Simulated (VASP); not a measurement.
# SiC (F-43m) in VASP: further runs

The runs below take SiC through single point, relaxation of cell and atoms, with PBEsol.

All numbers are computed with VASP 6.6.1; they aren't measurements. Logs are shortened: lines on timing, memory, paths and dates and some standing lists are left out, and cuts for length are marked.

### 1 The cell of the first run

Symmetry: F-43m, No. 216, cubic system. Conventional cell: a = 4.332 Å, b = 4.332 Å, c = 4.332 Å, α = 90.00°, β = 90.00°, γ = 90.00°. Si (site symmetry -43m) has 4 C at 1.88 Å within 2.5 Å. C (site symmetry -43m) has 4 Si at 1.88 Å within 2.5 Å.

### 2 Single point, PBEsol

Input file INCAR:

```
SYSTEM = SiC
PREC = Accurate ; ENCUT = 520
EDIFF = 1E-6 ; ISMEAR = 0
SIGMA = 0.01 ; LREAL = .FALSE.
LASPH = .TRUE. ; NELM = 60
ALGO = Normal ; ISIF = 2
LWAVE = .FALSE. ; LCHARG = .TRUE.
GGA = PS ; LELF = .TRUE.
LVHAR = .TRUE. ; NBANDS = 11
```

Input file KPOINTS:

```
regular mesh
0
G
  10 10 10
  0 0 0
```

Input file POSCAR:

```
SiC
1.0
    0.0000000000      2.1658123408      2.1658123408
    2.1658123408      0.0000000000      2.1658123408
    2.1658123408      2.1658123408      0.0000000000
Si C
1 1
Direct
    0.0000000000      0.0000000000      0.0000000000
    0.7500000000      0.7500000000      0.7500000000
```

Potentials or basis: VASP PAW PBE potentials, release 64 (Si, C).

The run is started by

```bash
> cat potpaw_PBE.64/Si/POTCAR potpaw_PBE.64/C/POTCAR > POTCAR
> mpirun -np 1 vasp_std > vasp.out
```

OUTCAR:

```text
SYSTEM = SiC
   PREC = Accurate
   ENCUT = 520
   EDIFF = 1E-6
   ISMEAR = 0
   LREAL = .FALSE.
   LASPH = .TRUE.
   NELM = 60
   ISIF = 2
   GGA = PS

 ion  position               nearest neighbor table
   1  0.000  0.000  0.000-   2 1.88   2 1.88   2 1.88   2 1.88
   2  0.750  0.750  0.750-   1 1.88   1 1.88   1 1.88   1 1.88

  LATTYP: Found a face centered cubic cell.
 ALAT       =     4.3316246816

  Lattice vectors:

 A1 = (   0.0000000000,   2.1658123408,   2.1658123408)
 A2 = (   2.1658123408,   0.0000000000,   2.1658123408)
 A3 = (   2.1658123408,   2.1658123408,   0.0000000000)

Analysis of symmetry for initial positions (statically):
=====================================================================
 Subroutine PRICEL returns:
 Original cell was already a primitive cell.

 Routine SETGRP: Setting up the symmetry group for a
 face centered cubic supercell.

 Subroutine GETGRP returns: Found 24 space group operations
 (whereof 24 operations were pure point group operations)
 out of a pool of 48 trial point group operations.

The static configuration has the point symmetry T_d .

Analysis of symmetry for dynamics (positions and initial velocities):
=====================================================================
 Subroutine PRICEL returns:
 Original cell was already a primitive cell.

 Routine SETGRP: Setting up the symmetry group for a
 face centered cubic supercell.

 Subroutine GETGRP returns: Found 24 space group operations
 (whereof 24 operations were pure point group operations)
 out of a pool of 48 trial point group operations.

The dynamic configuration has the point symmetry T_d .

 Subroutine INISYM returns: Found 24 space group operations
 (whereof 24 operations are pure point group operations),
 and found     1 'primitive' translations

----------------------------------------------------------------------------------------

                                     Primitive cell

  volume of cell :      20.3185

  direct lattice vectors                    reciprocal lattice vectors
     0.000000000  2.165812341  2.165812341    -0.230860260  0.230860260  0.230860260
     2.165812341  0.000000000  2.165812341     0.230860260 -0.230860260  0.230860260
     2.165812341  2.165812341  0.000000000     0.230860260  0.230860260 -0.230860260

  length of vectors
     3.062921186  3.062921186  3.062921186     0.399861700  0.399861700  0.399861700

  position of ions in fractional coordinates (direct lattice)
     0.000000000  0.000000000  0.000000000
     0.750000000  0.750000000  0.750000000

  ion indices of the primitive-cell ions
   primitive index   ion index
                 1           1
                 2           2

----------------------------------------------------------------------------------------

 KPOINTS: regular mesh

Automatic generation of k-mesh.
 Grid dimensions read from file:
 generate k-points for:   10   10   10

 Generating k-lattice:

  Cartesian coordinates                     Fractional coordinates (reciprocal lattice)
    -0.023086026  0.023086026  0.023086026     0.100000000  0.000000000  0.000000000
     0.023086026 -0.023086026  0.023086026     0.000000000  0.100000000  0.000000000
     0.023086026  0.023086026 -0.023086026     0.000000000  0.000000000  0.100000000

  Length of vectors
     0.039986170  0.039986170  0.039986170

  Shift w.r.t. Gamma in fractional coordinates (k-lattice)
     0.000000000  0.000000000  0.000000000

 Subroutine IBZKPT returns following result:
 ===========================================

 Found     47 irreducible k-points:

 Following reciprocal coordinates:
            Coordinates               Weight
  0.000000  0.000000  0.000000      1.000000
  0.100000  0.000000  0.000000      8.000000
  0.200000  0.000000  0.000000      8.000000
  0.300000  0.000000  0.000000      8.000000
  0.400000  0.000000  0.000000      8.000000
  0.500000  0.000000  0.000000      4.000000
[... 16 lines left out ...]
  0.300000  0.300000  0.000000      6.000000
  0.400000  0.300000  0.000000     24.000000
 [... further k-points ...]
   k-points           NKPTS =     47   k-points in BZ     NKDIM =     47   number of bands    NBANDS=     11
   number of dos      NEDOS =    301   number of ions     NIONS =      2
   total plane-waves  NPLWV =  13824
   dimension x,y,z NGX =    24 NGY =   24 NGZ =   24
   dimension x,y,z NGXF=    48 NGYF=   48 NGZF=   48
   ions per type =               1   1
   NGX,Y,Z   is equivalent  to a cutoff of  13.03, 13.03, 13.03 a.u.
   NGXF,Y,Z  is equivalent  to a cutoff of  26.05, 26.05, 26.05 a.u.
 SYSTEM =  SiC
   PREC   = accura    normal or accurate (medium, high low for compatibility)
   ISTART =      0    job   : 0-new  1-cont  2-samecut
   ICHARG =      2    charge: 1-file 2-atom 10-const
   ISPIN  =      1    spin polarized calculation?
   LNONCOLLINEAR =      F non collinear calculations
   LSORBIT =      F    spin-orbit coupling
   LASPH  =      T    aspherical Exc in radial PAW
   ENCUT  =  520.0 eV  38.22 Ry    6.18 a.u.   5.70  5.70  5.70*2*pi/ulx,y,z
   NELM   =     60;   NELMIN=  2; NELMDL= -5     # of ELM steps
   EDIFF  = 0.1E-05   stopping-criterion for ELM
   LREAL  =      F    real-space projection
   EDIFFG = 0.1E-04   stopping-criterion for IOM
   NSW    =      0    number of steps for IOM
   IBRION =     -1    ionic relax: 0-MD 1-quasi-New 2-CG
   NFREE  =      0    steps in history (QN), initial steepest desc. (CG)
   ISIF   =      2    stress and relaxation
   ISYM   =      2    0-nonsym 1-usesym 2-fastsym
   POTIM  = 0.5000    time-step for ionic-motion
   TEBEG  =    0.0;   TEEND  =   0.0 temperature during run
   PSTRESS=    0.0 pullay stress
   NELECT =       8.0000    total number of electrons
   NUPDOWN=      -1.0000    fix difference up-down
   EMIN   =  10.00;   EMAX   =-10.00  energy-range for DOS
   EFERMI =   0.00;   METHOD = LEGACY
   ISMEAR =     0;   SIGMA  =   0.01  broadening in eV -4-tet -1-fermi 0-gaus
   EFERMI_NEDOS =   21; number of points for ismear=-14 and -15
   IALGO  =     38    algorithm
   IMIX   =      4    mixing-type and parameters
     AMIX     =   0.40;   BMIX     =  1.00
     AMIX_MAG =   1.60;   BMIX_MAG =  1.00
  volume/ion in A,a.u.               =      10.16        68.56
  Fermi-wavevector in a.u.,A,eV,Ry     =   1.199888  2.267459 19.588729  1.439731
  Thomas-Fermi vector in A             =   2.335739
   LORBIT       =      0    0 simple, 1 ext, 2 COOP (PROOUT), +10 PAW based schemes
   GGA     = PS    functional components
   LHFCALC =     F    Hartree Fock is set to
   AEXX    =    0.0000 exact exchange contribution
   IVDW    =     0    specifies the selected vdW correction
   LEPSILON=     F    determine dielectric tensor
   LRPA    =     F    only Hartree local field effects (RPA)
 non-spin polarized calculation
 Gauss-broadening in eV      SIGMA  =   0.01
  energy-cutoff  :      520.00
  volume of cell :       20.32
 maximum number of plane-waves:       568
   NGX = 11   NGY = 11   NGZ = 11

 number of electron       8.0000000 magnetization

 Free energy of the ion-electron system (eV)
  ---------------------------------------------------
  ext. energy  EPLUGINS =         0.00000000
  ---------------------------------------------------
  free energy    TOTEN  =       -15.90968000 eV

  energy without entropy =      -15.90968000  energy(sigma->0) =      -15.90968000

 E-fermi :   8.3416     XC(G=0): -11.5835

 val. band max:        8.2624023639   @ k =   0.0000   0.0000   0.0000
 cond. band min:       9.4794070901   @ k =   0.5000   0.5000   0.0000
 fundamental gap:      1.2170047262
 Fermi energy:         8.3415978647

 k-point     1 :       0.0000    0.0000    0.0000
  band No.  band energies     occupation
      1      -7.3059      2.00000
      2       8.2624      2.00000
      3       8.2624      2.00000
      4       8.2624      2.00000
      5      14.6616      0.00000
      6      15.6313      0.00000
      7      15.6313      0.00000
      8      15.6313      0.00000
      9      22.8259      0.00000
     10      22.8259      0.00000
     11      24.8080      0.00000

 k-point     2 :       0.1000    0.0000    0.0000
  band No.  band energies     occupation
      1      -7.1069      2.00000
      2       7.2448      2.00000
      3       8.1272      2.00000
      4       8.1272      2.00000
      5      14.8837      0.00000
      6      15.8782      0.00000
      7      15.8782      0.00000
      8      15.9393      0.00000
      9      21.8347      0.00000
     10      21.8347      0.00000
     11      24.4924      0.00000

 k-point     3 :       0.2000    0.0000    0.0000
  band No.  band energies     occupation
      1      -6.5182      2.00000
      2       5.0972      2.00000
      3       7.8173      2.00000
      4       7.8173      2.00000
      5      14.5637      0.00000
      6      16.2310      0.00000
      7      16.2310      0.00000
      8      17.1510      0.00000
      9      21.1564      0.00000
     10      21.1564      0.00000
     11      23.6002      0.00000

 k-point     4 :       0.3000    0.0000    0.0000
  band No.  band energies     occupation
      1      -5.5739      2.00000
      2       2.7460      2.00000
      3       7.4989      2.00000
      4       7.4989      2.00000
      5      14.1554      0.00000
      6      16.0579      0.00000
      7      16.0579      0.00000
      8      18.0690      0.00000
      9      22.0132      0.00000
     10      22.0132      0.00000
     11      23.3778      0.00000
[... 239 lines left out ...]
 k-point    22 :      -0.2000    0.2000    0.0000
  band No.  band energies     occupation
      1      -5.2577      2.00000
      2       3.4181      2.00000
      3       4.9749      2.00000
      4       7.6130      2.00000
      5      14.8303      0.00000
      6      16.3475      0.00000
      7      16.6874      0.00000
      8      17.5016      0.00000
      9      19.7697      0.00000
     10      23.7445      0.00000
     11      27.5119      0.00000

 k-point    23 :       0.3000    0.3000    0.0000
  band No.  band energies     occupation
      1      -4.9880      2.00000
      2       3.9001      2.00000
      3       5.8538      2.00000
      4       5.8538      2.00000
      5      11.3475      0.00000
      6      13.8273      0.00000
      7      19.9117      0.00000
      8      19.9117      0.00000
      9      20.8085      0.00000
     10      25.4424      0.00000
     11      30.0555      0.00000

 k-point    24 :       0.4000    0.3000    0.0000
  band No.  band energies     occupation
      1      -4.0977      2.00000
      2       2.6554      2.00000
      3       5.0419      2.00000
      4       5.5875      2.00000
      5      11.0322      0.00000
      6      13.8492      0.00000
      7      20.0125      0.00000
      8      20.2978      0.00000
      9      22.1565      0.00000
     10      26.4453      0.00000
     11      29.7109      0.00000

 [... further k-points ...]

------------------------ aborting loop because EDIFF is reached ----------------------------------------

  FORCE on cell =-STRESS in cart. coord.  units (eV):
  Direction    XX          YY          ZZ          XY          YZ          ZX
  --------------------------------------------------------------------------------------
  -------------------------------------------------------------------------------------
  Total        0.5526168      0.5526168      0.5526168      0.0000000      0.0000000     -0.0000000
  in kB       43.5754847     43.5754847     43.5754847      0.0000000      0.0000000     -0.0000000
  external PRESSURE =      43.5754847 kB  Pullay stress =       0.0000000 kB

 VOLUME and BASIS-vectors are now :
 -----------------------------------------------------------------------------
  energy-cutoff  :      520.00
  volume of cell :       20.32
      direct lattice vectors                 reciprocal lattice vectors
     0.000000000  2.165812341  2.165812341    -0.230860260  0.230860260  0.230860260
     2.165812341  0.000000000  2.165812341     0.230860260 -0.230860260  0.230860260
     2.165812341  2.165812341  0.000000000     0.230860260  0.230860260 -0.230860260

 POSITION                                       TOTAL-FORCE (eV/Angst)
 -----------------------------------------------------------------------------------
      0.00000      0.00000      0.00000         0.000000      0.000000      0.000000
      3.24872      3.24872      3.24872        -0.000000     -0.000000     -0.000000
 -----------------------------------------------------------------------------------
    total drift:                               -0.000000     -0.000000     -0.000000

  FREE ENERGIE OF THE ION-ELECTRON SYSTEM (eV)
  ---------------------------------------------------
  free  energy   TOTEN  =       -15.9096799951 eV

  energy  without entropy=      -15.9096799951  energy(sigma->0) =      -15.90968000
```

Wall time 9.7 s (1 thread of AMD EPYC 7R43 (Zen 3), shared host); peak memory 0.09 GiB.

Results:

* Free energy: -15.9097 eV
* Pressure: 4.4 GPa
* Band gap on the k mesh: 1.22 eV, indirect (least direct gap 4.46 eV)

Caveat: the PAW data sets were made with another functional, which shifts forces and pressure a little.

### 3 Single point, PBEsol

This run uses another cell than the first one, of 10.03 Å³/atom, 0.988 times its volume.

Input file INCAR:

```
SYSTEM = SiC
PREC = Accurate ; ENCUT = 520
EDIFF = 1E-6 ; ISMEAR = 0
SIGMA = 0.01 ; LREAL = .FALSE.
LASPH = .TRUE. ; NELM = 60
ALGO = Normal ; ISIF = 2
LWAVE = .FALSE. ; LCHARG = .FALSE.
GGA = PS ; NBANDS = 11
```

Input file KPOINTS:

```
Automatic mesh
0
G
  10 10 10
  0 0 0
```

Input file POSCAR:

```
SiC
1.0
    0.0000000000      2.1568757167      2.1568757167
    2.1568757167      0.0000000000      2.1568757167
    2.1568757167      2.1568757167      0.0000000000
Si C
1 1
Direct
    0.0000000000      0.0000000000      0.0000000000
    0.7500000000      0.7500000000      0.7500000000
```

Potentials or basis: VASP PAW PBE potentials, release 64 (Si, C).

The run is started by

```bash
> cat potpaw_PBE.64/Si/POTCAR potpaw_PBE.64/C/POTCAR > POTCAR
> mpirun -np 1 vasp_std > vasp.out
```

It took 9.2 s on 1 thread of AMD EPYC 7R43 (Zen 3), shared host; peak memory 0.1 GiB.

The run converged. Its results:

- Free energy: -15.9005 eV
- Pressure: 7.4 GPa
- Band gap on the k mesh: 1.21 eV, indirect (least direct gap 4.47 eV)

Levels at points of the mesh, in eV from the valence-band top:
| k point | band 1 | band 2 | band 3 | band 4 | band 5 | band 6 | band 7 | band 8 |
| --- | --- | --- | --- | --- | --- | --- | --- | --- |
| (0.00, 0.00, 0.00) | -15.67 | 0.00 | 0.00 | 0.00 | 6.54 | 7.46 | 7.46 | 7.46 |
| (0.50, 0.00, 0.00) | -11.95 | -8.77 | -1.06 | -1.06 | 5.65 | 7.26 | 7.26 | 10.08 |
| (0.50, 0.50, 0.00) | -10.45 | -7.93 | -3.27 | -3.27 | 1.21 | 4.31 | 14.31 | 14.31 |

Caveat: the PAW data sets were made with another functional, which shifts forces and pressure a little.

### 4 Single point, PBEsol

This run uses another cell than the first one, of 9.92 Å³/atom, 0.976 times its volume.

Input file INCAR:

```
SYSTEM = SiC
PREC = Accurate
ENCUT = 520
EDIFF = 1E-6
ISMEAR = 0
SIGMA = 0.01
LREAL = .FALSE.
LASPH = .TRUE.
NELM = 60
ALGO = Normal
ISIF = 2
LWAVE = .FALSE.
LCHARG = .FALSE.
GGA = PS
NBANDS = 11
```

Input file KPOINTS:

```
regular mesh
0
G
  10 10 10
  0 0 0
```

Input file POSCAR:

```
SiC
1.0
    0.0000000000      2.1484011783      2.1484011783
    2.1484011783      0.0000000000      2.1484011783
    2.1484011783      2.1484011783      0.0000000000
Si C
1 1
Direct
    0.0000000000      0.0000000000      0.0000000000
    0.7500000000      0.7500000000      0.7500000000
```

Potentials or basis: VASP PAW PBE potentials, release 64 (Si, C).

The run is started by

```bash
> cat potpaw_PBE.64/Si/POTCAR potpaw_PBE.64/C/POTCAR > POTCAR
> mpirun -np 1 vasp_std > vasp.out
```

OUTCAR:

```text
SYSTEM = SiC
   PREC = Accurate
   ENCUT = 520
   EDIFF = 1E-6
   ISMEAR = 0
   LREAL = .FALSE.
   LASPH = .TRUE.
   NELM = 60
   ISIF = 2
   GGA = PS

 ion  position               nearest neighbor table
   1  0.000  0.000  0.000-   2 1.86   2 1.86   2 1.86   2 1.86
   2  0.750  0.750  0.750-   1 1.86   1 1.86   1 1.86   1 1.86

  LATTYP: Found a face centered cubic cell.
 ALAT       =     4.2968023566

  Lattice vectors:

 A1 = (   0.0000000000,   2.1484011783,   2.1484011783)
 A2 = (   2.1484011783,   0.0000000000,   2.1484011783)
 A3 = (   2.1484011783,   2.1484011783,   0.0000000000)

Analysis of symmetry for initial positions (statically):
=====================================================================
 Subroutine PRICEL returns:
 Original cell was already a primitive cell.

 Routine SETGRP: Setting up the symmetry group for a
 face centered cubic supercell.

 Subroutine GETGRP returns: Found 24 space group operations
 (whereof 24 operations were pure point group operations)
 out of a pool of 48 trial point group operations.

The static configuration has the point symmetry T_d .

Analysis of symmetry for dynamics (positions and initial velocities):
[... 171 lines left out ...]
      4       8.5397      2.00000
      5      15.2223      0.00000
      6      16.0807      0.00000
      7      16.0807      0.00000
      8      16.0807      0.00000
      9      23.2480      0.00000
     10      23.2480      0.00000
     11      25.4674      0.00000
[... 309 lines left out ...]
 k-point    24 :       0.4000    0.3000    0.0000
  band No.  band energies     occupation
      1      -3.9490      2.00000
      2       2.9043      2.00000
      3       5.2711      2.00000
      4       5.8271      2.00000
      5      11.3272      0.00000
      6      14.2281      0.00000
      7      20.5561      0.00000
      8      20.8071      0.00000
      9      22.7268      0.00000
     10      26.9513      0.00000
     11      30.3574      0.00000

 [... further k-points ...]

------------------------ aborting loop because EDIFF is reached ----------------------------------------

  FORCE on cell =-STRESS in cart. coord.  units (eV):
  Direction    XX          YY          ZZ          XY          YZ          ZX
  --------------------------------------------------------------------------------------
  -------------------------------------------------------------------------------------
  Total        1.2876298      1.2876298      1.2876298      0.0000000      0.0000000     -0.0000000
  in kB      104.0220625    104.0220625    104.0220625      0.0000000      0.0000000     -0.0000000
  external PRESSURE =     104.0220625 kB  Pullay stress =       0.0000000 kB

 VOLUME and BASIS-vectors are now :
 -----------------------------------------------------------------------------
  energy-cutoff  :      520.00
  volume of cell :       19.83
      direct lattice vectors                 reciprocal lattice vectors
     0.000000000  2.148401178  2.148401178    -0.232731207  0.232731207  0.232731207
     2.148401178  0.000000000  2.148401178     0.232731207 -0.232731207  0.232731207
     2.148401178  2.148401178  0.000000000     0.232731207  0.232731207 -0.232731207

 POSITION                                       TOTAL-FORCE (eV/Angst)
 -----------------------------------------------------------------------------------
      0.00000      0.00000      0.00000         0.000000      0.000000      0.000000
      3.22260      3.22260      3.22260        -0.000000     -0.000000     -0.000000
 -----------------------------------------------------------------------------------
    total drift:                               -0.000000     -0.000000     -0.000000

  FREE ENERGIE OF THE ION-ELECTRON SYSTEM (eV)
  ---------------------------------------------------
  free  energy   TOTEN  =       -15.8873771219 eV

  energy  without entropy=      -15.8873771219  energy(sigma->0) =      -15.88737712
```

Run time: 8.9 s. Hardware: 1 thread of AMD EPYC 7R43 (Zen 3), shared host; peak memory 0.1 GiB.

Results:

```
Free energy            : -15.8874 eV
Pressure               : 10.4 GPa
Band gap on the k mesh : 1.19 eV, indirect (least direct gap 4.49 eV)
```

Caveat: the PAW data sets were made with another functional, which shifts forces and pressure a little. A k mesh can miss the band edges.

(Part 1 of 2 ends here.)
